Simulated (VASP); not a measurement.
# CaSe (Fm-3m) in VASP: single point with LDA

Aim: the single point of CaSe with LDA.

Program: VASP 6.6.1. These are calculated values, not measurements. Logs are shortened: lines on timing, memory, paths and dates and some standing lists are left out, and cuts for length are marked.

## Step 1: The cell of the first run

It takes space group Fm-3m (No. 225, cubic). Conventional cell: a = 5.890 Å, b = 5.890 Å, c = 5.890 Å, α = 90.00°, β = 90.00°, γ = 90.00°. Within 3.9 Å of Ca (site symmetry m-3m) lie 6 Se at 2.94 Å. Within 3.9 Å of Se (site symmetry m-3m) lie 6 Ca at 2.94 Å.

## Step 2: Single point, LDA

Contents of INCAR:

```
SYSTEM = CaSe
  PREC = Accurate
  ENCUT = 500
  EDIFF = 1E-6
  ISMEAR = 0
  SIGMA = 0.1
  LREAL = .False.
  LASPH = .True.
  NELM = 120
  ALGO = Normal
  ISIF = 2
  LWAVE = .False.
  LCHARG = .False.
  GGA = CA
  NBANDS = 15
  GGA_COMPAT = .False.
```

Contents of KPOINTS:

```
Automatic mesh
0
Gamma
  6 6 6
  0 0 0
```

Contents of POSCAR:

```
CaSe
1.0
    0.0000000000      2.9450000000      2.9450000000
    2.9450000000      0.0000000000      2.9450000000
    2.9450000000      2.9450000000      0.0000000000
Ca Se
1 1
Direct
    0.0000000000      0.0000000000      0.0000000000
    0.5000000000      0.5000000000      0.5000000000
```

Potentials or basis: VASP PAW LDA potentials, release 64 (Ca_sv, Se).

Run with:

```bash
$ cat potpaw_LDA.64/Ca_sv/POTCAR potpaw_LDA.64/Se/POTCAR > POTCAR
$ mpirun -np 1 vasp_std > vasp.out
```

OUTCAR:

```text
SYSTEM = CaSe
   PREC = Accurate
   ENCUT = 500
   EDIFF = 1E-6
   ISMEAR = 0
   LREAL = .False.
   LASPH = .True.
   NELM = 120
   ISIF = 2
   GGA = CA

 ion  position               nearest neighbor table
   1  0.000  0.000  0.000-   2 2.94   2 2.94   2 2.94   2 2.94   2 2.94   2 2.94
   2  0.500  0.500  0.500-   1 2.94   1 2.94   1 2.94   1 2.94   1 2.94   1 2.94

  LATTYP: Found a face centered cubic cell.
 ALAT       =     5.8900000000

  Lattice vectors:

 A1 = (   0.0000000000,   2.9450000000,   2.9450000000)
 A2 = (   2.9450000000,   0.0000000000,   2.9450000000)
 A3 = (   2.9450000000,   2.9450000000,   0.0000000000)

Analysis of symmetry for initial positions (statically):
=====================================================================
 Subroutine PRICEL returns:
 Original cell was already a primitive cell.

 Routine SETGRP: Setting up the symmetry group for a
 face centered cubic supercell.

 Subroutine GETGRP returns: Found 48 space group operations
 (whereof 48 operations were pure point group operations)
 out of a pool of 48 trial point group operations.

The static configuration has the point symmetry O_h .

Analysis of symmetry for dynamics (positions and initial velocities):
=====================================================================
 Subroutine PRICEL returns:
 Original cell was already a primitive cell.

 Routine SETGRP: Setting up the symmetry group for a
 face centered cubic supercell.

 Subroutine GETGRP returns: Found 48 space group operations
 (whereof 48 operations were pure point group operations)
 out of a pool of 48 trial point group operations.

The dynamic configuration has the point symmetry O_h .

 Subroutine INISYM returns: Found 48 space group operations
 (whereof 48 operations are pure point group operations),
 and found     1 'primitive' translations

----------------------------------------------------------------------------------------

                                     Primitive cell

  volume of cell :      51.0841

  direct lattice vectors                    reciprocal lattice vectors
     0.000000000  2.945000000  2.945000000    -0.169779287  0.169779287  0.169779287
     2.945000000  0.000000000  2.945000000     0.169779287 -0.169779287  0.169779287
     2.945000000  2.945000000  0.000000000     0.169779287  0.169779287 -0.169779287

  length of vectors
     4.164858941  4.164858941  4.164858941     0.294066351  0.294066351  0.294066351

  position of ions in fractional coordinates (direct lattice)
     0.000000000  0.000000000  0.000000000
     0.500000000  0.500000000  0.500000000

  ion indices of the primitive-cell ions
   primitive index   ion index
                 1           1
                 2           2

----------------------------------------------------------------------------------------

 KPOINTS: Automatic mesh

Automatic generation of k-mesh.
 Grid dimensions read from file:
 generate k-points for:    6    6    6

 Generating k-lattice:

  Cartesian coordinates                     Fractional coordinates (reciprocal lattice)
    -0.028296548  0.028296548  0.028296548     0.166666667  0.000000000  0.000000000
     0.028296548 -0.028296548  0.028296548     0.000000000  0.166666667  0.000000000
     0.028296548  0.028296548 -0.028296548     0.000000000  0.000000000  0.166666667

  Length of vectors
     0.049011059  0.049011059  0.049011059

  Shift w.r.t. Gamma in fractional coordinates (k-lattice)
     0.000000000  0.000000000  0.000000000

 Subroutine IBZKPT returns following result:
 ===========================================

 Found     16 irreducible k-points:

 Following reciprocal coordinates:
            Coordinates               Weight
  0.000000  0.000000  0.000000      1.000000
  0.166667  0.000000  0.000000      8.000000
  0.333333  0.000000  0.000000      8.000000
  0.500000  0.000000  0.000000      4.000000
  0.166667  0.166667  0.000000      6.000000
  0.333333  0.166667  0.000000     24.000000
[... 8 lines left out ...]
 -0.333333  0.333333  0.166667     24.000000
 -0.333333  0.500000  0.166667     12.000000
   k-points           NKPTS =     16   k-points in BZ     NKDIM =     16   number of bands    NBANDS=     15
   number of dos      NEDOS =    301   number of ions     NIONS =      2
   total plane-waves  NPLWV =  27000
   dimension x,y,z NGX =    30 NGY =   30 NGZ =   30
   dimension x,y,z NGXF=    60 NGYF=   60 NGZF=   60
   ions per type =               1   1
   NGX,Y,Z   is equivalent  to a cutoff of  11.97, 11.97, 11.97 a.u.
   NGXF,Y,Z  is equivalent  to a cutoff of  23.95, 23.95, 23.95 a.u.
 SYSTEM =  CaSe
   PREC   = accura    normal or accurate (medium, high low for compatibility)
   ISTART =      0    job   : 0-new  1-cont  2-samecut
   ICHARG =      2    charge: 1-file 2-atom 10-const
   ISPIN  =      1    spin polarized calculation?
   LNONCOLLINEAR =      F non collinear calculations
   LSORBIT =      F    spin-orbit coupling
   LASPH  =      T    aspherical Exc in radial PAW
   ENCUT  =  500.0 eV  36.75 Ry    6.06 a.u.   7.59  7.59  7.59*2*pi/ulx,y,z
   NELM   =    120;   NELMIN=  2; NELMDL= -5     # of ELM steps
   EDIFF  = 0.1E-05   stopping-criterion for ELM
   LREAL  =      F    real-space projection
[... 7 lines left out ...]
   TEBEG  =    0.0;   TEEND  =   0.0 temperature during run
   PSTRESS=    0.0 pullay stress
   NELECT =      16.0000    total number of electrons
   NUPDOWN=      -1.0000    fix difference up-down
   EMIN   =  10.00;   EMAX   =-10.00  energy-range for DOS
   EFERMI =   0.00;   METHOD = LEGACY
   ISMEAR =     0;   SIGMA  =   0.10  broadening in eV -4-tet -1-fermi 0-gaus
   EFERMI_NEDOS =   21; number of points for ismear=-14 and -15
   IALGO  =     38    algorithm
   IMIX   =      4    mixing-type and parameters
     AMIX     =   0.40;   BMIX     =  1.00
     AMIX_MAG =   1.60;   BMIX_MAG =  1.00
  volume/ion in A,a.u.               =      25.54       172.37
  Fermi-wavevector in a.u.,A,eV,Ry     =   1.111782  2.100963 16.817598  1.236059
  Thomas-Fermi vector in A             =   2.248349
   LORBIT       =      0    0 simple, 1 ext, 2 COOP (PROOUT), +10 PAW based schemes
   GGA     = CA    functional components
   LHFCALC =     F    Hartree Fock is set to
   AEXX    =    0.0000 exact exchange contribution
   IVDW    =     0    specifies the selected vdW correction
   LEPSILON=     F    determine dielectric tensor
   LRPA    =     F    only Hartree local field effects (RPA)
 non-spin polarized calculation
 Gauss-broadening in eV      SIGMA  =   0.10
  energy-cutoff  :      500.00
  volume of cell :       51.08
 maximum number of plane-waves:      1313
   NGX = 15   NGY = 15   NGZ = 15

 number of electron      15.9999998 magnetization

 Free energy of the ion-electron system (eV)
  ---------------------------------------------------
  ext. energy  EPLUGINS =         0.00000000
  ---------------------------------------------------
  free energy    TOTEN  =       -10.56535790 eV

  energy without entropy =      -10.56535790  energy(sigma->0) =      -10.56535790

 E-fermi :   2.9672     XC(G=0):  -9.5503

 val. band max:        2.4410332293   @ k =   0.0000   0.0000   0.0000
 cond. band min:       4.2720946669   @ k =   0.5000   0.5000   0.0000
 fundamental gap:      1.8310614376
 Fermi energy:         2.9671501796

 k-point     1 :       0.0000    0.0000    0.0000
  band No.  band energies     occupation
      1     -36.8001      2.00000
      2     -18.0932      2.00000
      3     -18.0932      2.00000
      4     -18.0932      2.00000
      5      -9.4423      2.00000
      6       2.4410      2.00000
      7       2.4410      2.00000
      8       2.4410      2.00000
      9       5.6146      0.00000
     10       5.9799      0.00000
     11       5.9799      0.00000
     12       5.9799      0.00000
     13       6.6022      0.00000
     14       6.6022      0.00000
     15      12.0295      0.00000

 k-point     2 :       0.1667    0.0000    0.0000
  band No.  band energies     occupation
      1     -36.7981      2.00000
      2     -18.1266      2.00000
      3     -18.0954      2.00000
      4     -18.0954      2.00000
      5      -9.2743      2.00000
      6       1.2006      2.00000
      7       2.0274      2.00000
      8       2.0274      2.00000
      9       5.9064      0.00000
     10       6.3460      0.00000
     11       6.3460      0.00000
     12       7.1358      0.00000
     13       7.3245      0.00000
     14       7.3245      0.00000
     15      12.1961      0.00000

 k-point     3 :       0.3333    0.0000    0.0000
  band No.  band energies     occupation
      1     -36.7941      2.00000
      2     -18.1916      2.00000
      3     -18.0998      2.00000
      4     -18.0998      2.00000
      5      -8.9103      2.00000
      6      -0.3362      2.00000
      7       1.4246      2.00000
      8       1.4246      2.00000
      9       6.2345      0.00000
     10       7.1854      0.00000
     11       7.1854      0.00000
     12       8.4419      0.00000
     13       8.8181      0.00000
     14       8.8181      0.00000
     15      11.8313      0.00000

 k-point     4 :       0.5000    0.0000    0.0000
  band No.  band energies     occupation
      1     -36.7921      2.00000
      2     -18.2233      2.00000
      3     -18.1020      2.00000
      4     -18.1020      2.00000
      5      -8.7101      2.00000
      6      -0.9531      2.00000
      7       1.1838      2.00000
      8       1.1838      2.00000
      9       6.8341      0.00000
     10       7.7960      0.00000
     11       7.8199      0.00000
     12       7.8199      0.00000
     13       9.9496      0.00000
     14       9.9496      0.00000
     15      10.4481      0.00000
[... 163 lines left out ...]
 k-point    14 :       0.5000    0.3333    0.1667
  band No.  band energies     occupation
      1     -36.7915      2.00000
      2     -18.1805      2.00000
      3     -18.1339      2.00000
      4     -18.1132      2.00000
      5      -8.8219      2.00000
      6      -0.2056      2.00000
      7       1.0046      2.00000
      8       1.2068      2.00000
      9       5.8582      0.00000
     10       7.3873      0.00000
     11       7.8711      0.00000
     12       8.0344      0.00000
     13       8.4698      0.00000
     14       9.8601      0.00000
     15      10.6393      0.00000

 k-point    15 :      -0.3333    0.3333    0.1667
  band No.  band energies     occupation
      1     -36.7901      2.00000
      2     -18.1832      2.00000
      3     -18.1444      2.00000
      4     -18.1206      2.00000
      5      -8.7407      2.00000
      6      -0.1658      2.00000
      7       0.5705      2.00000
      8       1.0531      2.00000
      9       6.7434      0.00000
     10       6.8155      0.00000
     11       8.0703      0.00000
     12       8.2631      0.00000
     13       8.3211      0.00000
     14      10.1837      0.00000
     15      11.0329      0.00000

 k-point    16 :      -0.3333    0.5000    0.1667
  band No.  band energies     occupation
      1     -36.7895      2.00000
      2     -18.1724      2.00000
      3     -18.1444      2.00000
      4     -18.1363      2.00000
      5      -8.7760      2.00000
      6       0.1010      2.00000
      7       0.8132      2.00000
      8       0.8731      2.00000
      9       5.6048      0.00000
     10       7.5073      0.00000
     11       7.6679      0.00000
     12       8.1695      0.00000
     13       8.3780      0.00000
     14       9.3715      0.00000
     15      11.9001      0.00000

------------------------ aborting loop because EDIFF is reached ----------------------------------------

  FORCE on cell =-STRESS in cart. coord.  units (eV):
  Direction    XX          YY          ZZ          XY          YZ          ZX
  --------------------------------------------------------------------------------------
  -------------------------------------------------------------------------------------
  Total       -0.7556439     -0.7556439     -0.7556439      0.0000000     -0.0000000     -0.0000000
  in kB      -23.6996458    -23.6996458    -23.6996458      0.0000000     -0.0000000     -0.0000000
  external PRESSURE =     -23.6996458 kB  Pullay stress =       0.0000000 kB

 VOLUME and BASIS-vectors are now :
 -----------------------------------------------------------------------------
  energy-cutoff  :      500.00
  volume of cell :       51.08
      direct lattice vectors                 reciprocal lattice vectors
     0.000000000  2.945000000  2.945000000    -0.169779287  0.169779287  0.169779287
     2.945000000  0.000000000  2.945000000     0.169779287 -0.169779287  0.169779287
     2.945000000  2.945000000  0.000000000     0.169779287  0.169779287 -0.169779287

 POSITION                                       TOTAL-FORCE (eV/Angst)
 -----------------------------------------------------------------------------------
      0.00000      0.00000      0.00000        -0.000000      0.000000     -0.000000
      2.94500      2.94500      2.94500         0.000000     -0.000000      0.000000
 -----------------------------------------------------------------------------------
    total drift:                               -0.000000      0.000000      0.000000

  FREE ENERGIE OF THE ION-ELECTRON SYSTEM (eV)
  ---------------------------------------------------
  free  energy   TOTEN  =       -10.5653579012 eV

  energy  without entropy=      -10.5653579012  energy(sigma->0) =      -10.56535790
```

It took 18 s on 1 thread of Intel Xeon 8259CL, shared host; peak memory 0.15 GiB.

Results:

```
Free energy            : -10.5654 eV
Pressure               : -2.4 GPa
Band gap on the k mesh : 1.83 eV (least direct gap 2.79 eV)
```

Levels at points of the mesh, in eV from the valence-band top:
```csv
k point,band 6,band 7,band 8,band 9,band 10,band 11
"(0.00, 0.00, 0.00)",0.00,0.00,0.00,3.17,3.54,3.54
"(0.50, 0.00, 0.00)",-3.39,-1.26,-1.26,4.39,5.36,5.38
"(0.50, 0.50, 0.00)",-2.58,-0.95,-0.95,1.83,4.89,4.95
```

A k mesh can miss the band edges.
